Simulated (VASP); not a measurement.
TaN, 2 atoms in the cell. It takes space group Pm-3m (No. 221, cubic). The conventional cell has a = 2.695 Å, b = 2.695 Å, c = 2.695 Å, α = 90.00°, β = 90.00°, γ = 90.00°. Ta (site symmetry m-3m) has 8 N at 2.33 Å and 6 Ta at 2.70 Å within 3.1 Å. Within 3.1 Å of N (site symmetry m-3m) lie 8 Ta at 2.33 Å and 6 N at 2.70 Å. 

| Item | Value |
| --- | --- |
| Program | VASP 6.6.1 |
| Task | single point |
| Functional | PBE |
| Potentials or basis | VASP PAW PBE potentials, release 64 (Ta_pv, N) |
| Cutoff | 520 eV |
| k mesh | 10 × 10 × 10 |
| Occupations | fermi-dirac, width 0.05 eV |
| Spin | no spin polarisation |
| Dipole correction | no |
| Further INCAR settings | ALGO = Normal; EDIFF = 1e-06; NBANDS = 15 |

Potentials or basis: VASP PAW PBE potentials, release 64 (Ta_pv, N).

Command:

```bash
$ cat potpaw_PBE.64/Ta_pv/POTCAR potpaw_PBE.64/N/POTCAR > POTCAR
$ mpirun -np 1 vasp_std > vasp.out
```

Hardware: 1 thread of Intel(R) Xeon(R) 6975P-C (Granite Rapids), on a shared host.

Estimate the wall time of this run.

Wall time 5.4 s on 1 thread of Intel(R) Xeon(R) 6975P-C (Granite Rapids) (shared host), peak memory 0.13 GiB. Counts: scf iterations 13, k points 56.
